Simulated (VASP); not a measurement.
Input of a VASP 6.6.1 run:

File INCAR:

```
SYSTEM = Al2Au
PREC = Accurate
ENCUT = 520
EDIFF = 1E-6
ISMEAR = 0
SIGMA = 0.1
LREAL = .False.
LASPH = .True.
NELM = 80
ALGO = Fast
ISIF = 2
LWAVE = .False.
LCHARG = .True.
GGA = PE
LELF = .True.
LVHAR = .True.
NBANDS = 16
```

File KPOINTS:

```
Automatic mesh
0
Gamma
  12 12 12
  0 0 0
```

File POSCAR:

```
Al2Au
1.0
    0.0000000000      2.9844600000      2.9844600000
    2.9844600000      0.0000000000      2.9844600000
    2.9844600000      2.9844600000      0.0000000000
Al Au
2 1
Direct
    0.2500000000      0.2500000000      0.2500000000
    0.7500000000      0.7500000000      0.7500000000
    0.0000000000      0.0000000000      0.0000000000
```

Potentials or basis: VASP PAW PBE potentials, release 64 (Al, Au).

Command:

```bash
$ cat potpaw_PBE.64/Al/POTCAR potpaw_PBE.64/Au/POTCAR > POTCAR
$ mpirun -np 1 vasp_std > vasp.out
```

Task: Estimate the pressure.

Result: 5.0 GPa.

Task: Estimate the band gap on the k mesh.

Result: Zero (an odd number of electrons rules out a gap without spin polarisation).

Caveat: the cell differs from its parent crystal (strained); the cell stands under pressure; spin-orbit coupling is left out, which moves the levels of the heavy elements.
